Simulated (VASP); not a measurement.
# I (Cmce) in VASP: further runs

Aim: see how the results for I move with the level of theory and the settings. Levels: PBE, LDA, PBEsol. Tasks: electric field gradients, density of states.

Program: VASP 6.6.1. These are calculated values, not measurements. Logs are shortened: lines on timing, memory, paths and dates and some standing lists are left out, and cuts for length are marked.

## Step 1: The cell of the first run

Symmetry: Cmce, No. 64, orthorhombic system. The conventional cell has a = 7.255 Å, b = 4.795 Å, c = 9.780 Å, α = 90.00°, β = 90.00°, γ = 90.00°. I (site symmetry m) has 3 I at 2.70 to 3.54 Å within 3.6 Å.

## Step 2: Electric field gradients, PBE

INCAR

```
SYSTEM = I
  ALGO = Normal
  EDIFF = 1E-8
  ENCUT = 520
  GGA = PE
  ISIF = 2
  ISMEAR = -1
  LASPH = .TRUE.
  LCHARG = .FALSE.
  LEFG = .TRUE.
  LREAL = .FALSE.
  LWAVE = .FALSE.
  NBANDS = 22
  NELM = 100
  PREC = Accurate
  SIGMA = 0.03
```

KPOINTS

```
k-points
0
G
  6 6 3
  0 0 0
```

POSCAR

```
I
1.0
    3.6275000000     -2.3975000000      0.0000000000
    3.6275000000      2.3975000000      0.0000000000
    0.0000000000      0.0000000000      9.7800000000
I
4
Direct
    0.8500000000      0.1500000000      0.1170000000
    0.6500000000      0.3500000000      0.6170000000
    0.1500000000      0.8500000000      0.8830000000
    0.3500000000      0.6500000000      0.3830000000
```

Potentials or basis: VASP PAW PBE potentials, release 64 (I).

Launch:

```
$ cat potpaw_PBE.64/I/POTCAR > POTCAR
$ mpirun -np 1 vasp_std > vasp.out
```

OUTCAR:

```text
SYSTEM = I
   EDIFF = 1E-8
   ENCUT = 520
   GGA = PE
   ISIF = 2
   ISMEAR = -1
   LASPH = .TRUE.
   LREAL = .FALSE.
   NELM = 100
   PREC = Accurate

 ion  position               nearest neighbor table
   1  0.850  0.150  0.117-   3 2.70   4 3.54   4 3.54
   2  0.650  0.350  0.617-   4 2.70   3 3.54   3 3.54
   3  0.150  0.850  0.883-   1 2.70   2 3.54   2 3.54
   4  0.350  0.650  0.383-   2 2.70   1 3.54   1 3.54

  LATTYP: Found a base centered orthorhombic cell.
 ALAT       =     4.7950000000
 B/A-ratio  =     1.5130344108
 C/A-ratio  =     2.0396246090

  Lattice vectors:

 A1 = (  -3.6275000000,  -2.3975000000,   0.0000000000)
 A2 = (   3.6275000000,  -2.3975000000,   0.0000000000)
 A3 = (   0.0000000000,   0.0000000000,   9.7800000000)

Analysis of symmetry for initial positions (statically):
=====================================================================
 Subroutine PRICEL returns:
 Original cell was already a primitive cell.

 Routine SETGRP: Setting up the symmetry group for a
 base centered orthorhombic supercell.

 Subroutine GETGRP returns: Found  8 space group operations
 (whereof  4 operations were pure point group operations)
 out of a pool of  8 trial point group operations.

The static configuration has the point symmetry C_2h.
 The point group associated with its full space group is D_2h.

Analysis of symmetry for dynamics (positions and initial velocities):
=====================================================================
 Subroutine PRICEL returns:
 Original cell was already a primitive cell.

 Routine SETGRP: Setting up the symmetry group for a
 base centered orthorhombic supercell.

 Subroutine GETGRP returns: Found  8 space group operations
 (whereof  4 operations were pure point group operations)
 out of a pool of  8 trial point group operations.

The dynamic configuration has the point symmetry C_2h.
 The point group associated with its full space group is D_2h.

 Subroutine INISYM returns: Found  8 space group operations
 (whereof  4 operations are pure point group operations),
 and found     1 'primitive' translations

----------------------------------------------------------------------------------------

                                     Primitive cell

  volume of cell :     170.1120

  direct lattice vectors                    reciprocal lattice vectors
     3.627500000 -2.397500000  0.000000000     0.137835975 -0.208550574  0.000000000
     3.627500000  2.397500000  0.000000000     0.137835975  0.208550574  0.000000000
     0.000000000  0.000000000  9.780000000     0.000000000  0.000000000  0.102249489

  length of vectors
     4.348190716  4.348190716  9.780000000     0.249984195  0.249984195  0.102249489

  position of ions in fractional coordinates (direct lattice)
     0.850000000  0.150000000  0.117000000
     0.650000000  0.350000000  0.617000000
     0.150000000  0.850000000  0.883000000
     0.350000000  0.650000000  0.383000000

  ion indices of the primitive-cell ions
   primitive index   ion index
                 1           1
                 2           2
                 3           3
                 4           4

----------------------------------------------------------------------------------------

 KPOINTS: k-points

Automatic generation of k-mesh.
 Grid dimensions read from file:
 generate k-points for:    6    6    3

 Generating k-lattice:

  Cartesian coordinates                     Fractional coordinates (reciprocal lattice)
     0.022972663 -0.034758429  0.000000000     0.166666667  0.000000000  0.000000000
     0.022972663  0.034758429  0.000000000     0.000000000  0.166666667  0.000000000
[... 42 lines left out ...]
   total plane-waves  NPLWV =  81920
   dimension x,y,z NGX =    32 NGY =   32 NGZ =   80
   dimension x,y,z NGXF=    64 NGYF=   64 NGZF=  160
   ions per type =               4
   NGX,Y,Z   is equivalent  to a cutoff of  12.23, 12.23, 13.60 a.u.
   NGXF,Y,Z  is equivalent  to a cutoff of  24.47, 24.47, 27.20 a.u.
 SYSTEM =  I
   PREC   = accura    normal or accurate (medium, high low for compatibility)
   ISTART =      0    job   : 0-new  1-cont  2-samecut
   ICHARG =      2    charge: 1-file 2-atom 10-const
   ISPIN  =      1    spin polarized calculation?
   LNONCOLLINEAR =      F non collinear calculations
   LSORBIT =      F    spin-orbit coupling
   LASPH  =      T    aspherical Exc in radial PAW
   ENCUT  =  520.0 eV  38.22 Ry    6.18 a.u.   8.08  8.08 18.18*2*pi/ulx,y,z
   NELM   =    100;   NELMIN=  2; NELMDL= -5     # of ELM steps
   EDIFF  = 0.1E-07   stopping-criterion for ELM
   LREAL  =      F    real-space projection
   EDIFFG = 0.1E-06   stopping-criterion for IOM
   NSW    =      0    number of steps for IOM
   IBRION =     -1    ionic relax: 0-MD 1-quasi-New 2-CG
   NFREE  =      0    steps in history (QN), initial steepest desc. (CG)
   ISIF   =      2    stress and relaxation
   ISYM   =      2    0-nonsym 1-usesym 2-fastsym
   POTIM  = 0.5000    time-step for ionic-motion
   TEBEG  =    0.0;   TEEND  =   0.0 temperature during run
   PSTRESS=    0.0 pullay stress
   NELECT =      28.0000    total number of electrons
   NUPDOWN=      -1.0000    fix difference up-down
   EMIN   =  10.00;   EMAX   =-10.00  energy-range for DOS
   EFERMI =   0.00;   METHOD = LEGACY
   ISMEAR =    -1;   SIGMA  =   0.03  broadening in eV -4-tet -1-fermi 0-gaus
   EFERMI_NEDOS =   21; number of points for ismear=-14 and -15
   IALGO  =     38    algorithm
   IMIX   =      4    mixing-type and parameters
     AMIX     =   0.40;   BMIX     =  1.00
     AMIX_MAG =   1.60;   BMIX_MAG =  1.00
  volume/ion in A,a.u.               =      42.53       286.99
  Fermi-wavevector in a.u.,A,eV,Ry     =   0.897186  1.695436 10.951913  0.804943
  Thomas-Fermi vector in A             =   2.019739
   LORBIT       =      0    0 simple, 1 ext, 2 COOP (PROOUT), +10 PAW based schemes
   GGA     = PE    functional components
   LHFCALC =     F    Hartree Fock is set to
   AEXX    =    0.0000 exact exchange contribution
   IVDW    =     0    specifies the selected vdW correction
   LEPSILON=     F    determine dielectric tensor
   LRPA    =     F    only Hartree local field effects (RPA)
 non-spin polarized calculation
  energy-cutoff  :      520.00
  volume of cell :      170.11
 maximum number of plane-waves:      4606
   NGX = 17   NGY = 17   NGZ = 37

 number of electron      28.0000000 magnetization

 Free energy of the ion-electron system (eV)
  ---------------------------------------------------
  ext. energy  EPLUGINS =         0.00000000
  ---------------------------------------------------
  free energy    TOTEN  =        -5.92371959 eV

  energy without entropy =       -5.92371959  energy(sigma->0) =       -5.92371959

 E-fermi :   3.1632     XC(G=0):  -8.0331

 val. band max:        2.5081617529   @ k =   0.0000   0.0000   0.0000
 cond. band min:       3.7785678096   @ k =   0.5000   0.5000   0.0000
 fundamental gap:      1.2704060566
 Fermi energy:         3.1632247652

 k-point     1 :       0.0000    0.0000    0.0000
  band No.  band energies     occupation
      1     -10.9934      2.00000
      2     -10.5008      2.00000
      3      -9.0343      2.00000
      4      -8.0493      2.00000
      5      -1.9683      2.00000
      6      -0.6074      2.00000
[... 589 lines left out ...]
     21       9.9609      0.00000
     22      10.5043      0.00000

 [... further k-points ...]

------------------------ aborting loop because EDIFF is reached ----------------------------------------

  FORCE on cell =-STRESS in cart. coord.  units (eV):
  Direction    XX          YY          ZZ          XY          YZ          ZX
  --------------------------------------------------------------------------------------
  -------------------------------------------------------------------------------------
  Total        1.3770914      1.0122273      2.0500070      0.0000000      0.0000000      0.0000000
  in kB       12.9699550      9.5335305     19.3077217      0.0000000      0.0000000      0.0000000
  external PRESSURE =      13.9370691 kB  Pullay stress =       0.0000000 kB

 VOLUME and BASIS-vectors are now :
 -----------------------------------------------------------------------------
  energy-cutoff  :      520.00
  volume of cell :      170.11
      direct lattice vectors                 reciprocal lattice vectors
     3.627500000 -2.397500000  0.000000000     0.137835975 -0.208550574  0.000000000
     3.627500000  2.397500000  0.000000000     0.137835975  0.208550574  0.000000000
     0.000000000  0.000000000  9.780000000     0.000000000  0.000000000  0.102249489

 POSITION                                       TOTAL-FORCE (eV/Angst)
 -----------------------------------------------------------------------------------
      3.62750     -1.67825      1.14426         0.000000      0.287538      0.550121
      3.62750     -0.71925      6.03426         0.000000     -0.287538      0.550121
      3.62750      1.67825      8.63574         0.000000     -0.287538     -0.550121
      3.62750      0.71925      3.74574         0.000000      0.287538     -0.550121
 -----------------------------------------------------------------------------------
    total drift:                                0.000000      0.000000      0.000000

  FREE ENERGIE OF THE ION-ELECTRON SYSTEM (eV)
  ---------------------------------------------------
  free  energy   TOTEN  =        -5.9237195882 eV

  energy  without entropy=       -5.9237195881  energy(sigma->0) =       -5.92371959

 Electric field gradients (V/A^2)
---------------------------------------------------------------------
 ion       V_xx      V_yy      V_zz      V_xy      V_xz      V_yz
---------------------------------------------------------------------
   1    -750.397    12.542   737.855     0.000     0.000   714.001
   2    -750.397    12.542   737.855     0.000    -0.000  -714.001
   3    -750.397    12.542   737.855     0.000     0.000   714.001
   4    -750.397    12.542   737.855     0.000    -0.000  -714.001
---------------------------------------------------------------------

 Electric field gradients after diagonalization (V/A^2)
 (convention: |V_zz| > |V_xx| > |V_yy|)
----------------------------------------------------------------------
 ion       V_xx      V_yy      V_zz     asymmetry (V_yy - V_xx)/ V_zz
----------------------------------------------------------------------
   1    -750.397  -425.624  1176.021       0.276
   2    -750.397  -425.624  1176.021       0.276
   3    -750.397  -425.624  1176.021       0.276
   4    -750.397  -425.624  1176.021       0.276
----------------------------------------------------------------------

           NMR quadrupolar parameters

 Cq : quadrupolar parameter    Cq=e*Q*V_zz/h
 eta: asymmetry parameters     (V_yy - V_xx)/ V_zz
 Q  : nuclear electric quadrupole moment in mb (millibarn)
----------------------------------------------------------------------
 ion       Cq(MHz)       eta       Q (mb)
----------------------------------------------------------------------
   1       2.844       0.276       1.000
   2       2.844       0.276       1.000
   3       2.844       0.276       1.000
   4       2.844       0.276       1.000
----------------------------------------------------------------------
```

Run time: 67 s. Hardware: 1 thread of Intel Xeon Platinum 8488C (Sapphire Rapids), shared host; peak memory 0.29 GiB.

What came out:

* Free energy: -5.9237 eV
* Pressure: 1.4 GPa
* Largest force: 0.621 eV/Å
* Band gap on the k mesh: 1.27 eV, indirect (least direct gap 1.37 eV)

Forces on the atoms (eV/Å):
```
I    0.000  0.288  0.550
I    0.000 -0.288  0.550
I    0.000 -0.288 -0.550
I    0.000  0.288 -0.550
```

Stress tensor (GPa, compression positive):
```
1.30 0.00 0.00
0.00 0.95 0.00
0.00 0.00 1.93
```

Electric field gradients, principal values (V/Å²):
```tsv
atom	least	middle	greatest (by size)
1 I	-425.624	-750.397	1176.021
2 I	-425.624	-750.397	1176.021
3 I	-425.624	-750.397	1176.021
4 I	-425.624	-750.397	1176.021
```

Caveat: without QUAD_EFG the Cq values of the log hold for a quadrupole moment of 1 mb, not for the nuclei; spin-orbit coupling is left out, which moves the levels of the heavy elements. A k mesh can miss the band edges.

## Step 3: Electric field gradients, PBE

INCAR

```
PREC = Accurate
ENCUT = 520
EDIFF = 1E-8
ISMEAR = -1
SIGMA = 0.03
LREAL = False
LASPH = True
NELM = 80
ALGO = Normal
ISIF = 2
LWAVE = False
LCHARG = False
GGA = PE
LEFG = True
NBANDS = 22
```

KPOINTS

```
Automatic mesh
0
Gamma
  6 6 3
```

POSCAR is that of step 2.

Potentials or basis: VASP PAW PBE potentials, release 64 (I).

Launch:

```
$ cat potpaw_PBE.64/I/POTCAR > POTCAR
$ mpirun -np 1 vasp_std > vasp.out
```

OUTCAR:

```text
PREC = Accurate
   ENCUT = 520
   EDIFF = 1E-8
   ISMEAR = -1
   LREAL = False
   LASPH = True
   NELM = 80
   ISIF = 2
   GGA = PE

 ion  position               nearest neighbor table
   1  0.850  0.150  0.117-   3 2.70   4 3.54   4 3.54
   2  0.650  0.350  0.617-   4 2.70   3 3.54   3 3.54
   3  0.150  0.850  0.883-   1 2.70   2 3.54   2 3.54
   4  0.350  0.650  0.383-   2 2.70   1 3.54   1 3.54

  LATTYP: Found a base centered orthorhombic cell.
 ALAT       =     4.7950000000
 B/A-ratio  =     1.5130344108
 C/A-ratio  =     2.0396246090

  Lattice vectors:

 A1 = (  -3.6275000000,  -2.3975000000,   0.0000000000)
 A2 = (   3.6275000000,  -2.3975000000,   0.0000000000)
 A3 = (   0.0000000000,   0.0000000000,   9.7800000000)

Analysis of symmetry for initial positions (statically):
=====================================================================
 Subroutine PRICEL returns:
 Original cell was already a primitive cell.
[... 805 lines left out ...]
      3.62750     -1.67825      1.14426         0.000000      0.287538      0.550121
      3.62750     -0.71925      6.03426         0.000000     -0.287538      0.550121
      3.62750      1.67825      8.63574         0.000000     -0.287538     -0.550121
      3.62750      0.71925      3.74574         0.000000      0.287538     -0.550121
 -----------------------------------------------------------------------------------
    total drift:                                0.000000      0.000000      0.000000

  FREE ENERGIE OF THE ION-ELECTRON SYSTEM (eV)
  ---------------------------------------------------
  free  energy   TOTEN  =        -5.9237195882 eV

  energy  without entropy=       -5.9237195881  energy(sigma->0) =       -5.92371959

 Electric field gradients (V/A^2)
---------------------------------------------------------------------
 ion       V_xx      V_yy      V_zz      V_xy      V_xz      V_yz
---------------------------------------------------------------------
   1    -750.397    12.542   737.855     0.000     0.000   714.001
   2    -750.397    12.542   737.855     0.000    -0.000  -714.001
   3    -750.397    12.542   737.855     0.000     0.000   714.001
   4    -750.397    12.542   737.855     0.000    -0.000  -714.001
---------------------------------------------------------------------

 Electric field gradients after diagonalization (V/A^2)
 (convention: |V_zz| > |V_xx| > |V_yy|)
----------------------------------------------------------------------
 ion       V_xx      V_yy      V_zz     asymmetry (V_yy - V_xx)/ V_zz
----------------------------------------------------------------------
   1    -750.397  -425.624  1176.021       0.276
   2    -750.397  -425.624  1176.021       0.276
   3    -750.397  -425.624  1176.021       0.276
   4    -750.397  -425.624  1176.021       0.276
----------------------------------------------------------------------

           NMR quadrupolar parameters

 Cq : quadrupolar parameter    Cq=e*Q*V_zz/h
 eta: asymmetry parameters     (V_yy - V_xx)/ V_zz
 Q  : nuclear electric quadrupole moment in mb (millibarn)
----------------------------------------------------------------------
 ion       Cq(MHz)       eta       Q (mb)
----------------------------------------------------------------------
   1       2.844       0.276       1.000
   2       2.844       0.276       1.000
   3       2.844       0.276       1.000
   4       2.844       0.276       1.000
----------------------------------------------------------------------
```

It took 81 s on 1 thread of Intel Xeon Platinum 8488C (Sapphire Rapids), shared host; peak memory 0.3 GiB.

Results:

```yaml
Free_energy: -5.9237 eV
Pressure: 1.4 GPa
Largest_force: 0.621 eV/Å
Band_gap_on_the_k_mesh: 1.27 eV, indirect (least direct gap 1.37 eV)
```

Forces in eV/Å, atoms in the order of the input:
```
I    0.000  0.288  0.550
I    0.000 -0.288  0.550
I    0.000 -0.288 -0.550
I    0.000  0.288 -0.550
```

Stress tensor (GPa, compression positive):
```
1.30 0.00 0.00
0.00 0.95 0.00
0.00 0.00 1.93
```

Levels at points of the mesh, in eV from the valence-band top:
| k point | band 10 | band 11 | band 12 | band 13 | band 14 | band 15 | band 16 | band 17 | band 18 | band 19 |
| --- | --- | --- | --- | --- | --- | --- | --- | --- | --- | --- |
| (0.00, 0.00, 0.00) | -1.12 | -1.07 | -0.50 | -0.06 | 0.00 | 1.37 | 2.18 | 5.28 | 5.35 | 5.51 |
| (0.50, 0.00, 0.00) | -1.62 | -1.23 | -1.23 | -0.41 | -0.41 | 2.25 | 2.25 | 5.48 | 5.48 | 7.45 |
| (0.50, 0.50, 0.00) | -1.89 | -1.83 | -1.35 | -0.67 | -0.26 | 1.27 | 1.81 | 5.16 | 5.90 | 6.06 |

Electric field gradients, principal values (V/Å²):
| atom | least | middle | greatest (by size) |
| --- | --- | --- | --- |
| 1 I | -425.624 | -750.397 | 1176.021 |
| 2 I | -425.624 | -750.397 | 1176.021 |
| 3 I | -425.624 | -750.397 | 1176.021 |
| 4 I | -425.624 | -750.397 | 1176.021 |

Caveat: without QUAD_EFG the Cq values of the log hold for a quadrupole moment of 1 mb, not for the nuclei; spin-orbit coupling is left out, which moves the levels of the heavy elements.

[end of part 1 of 2]
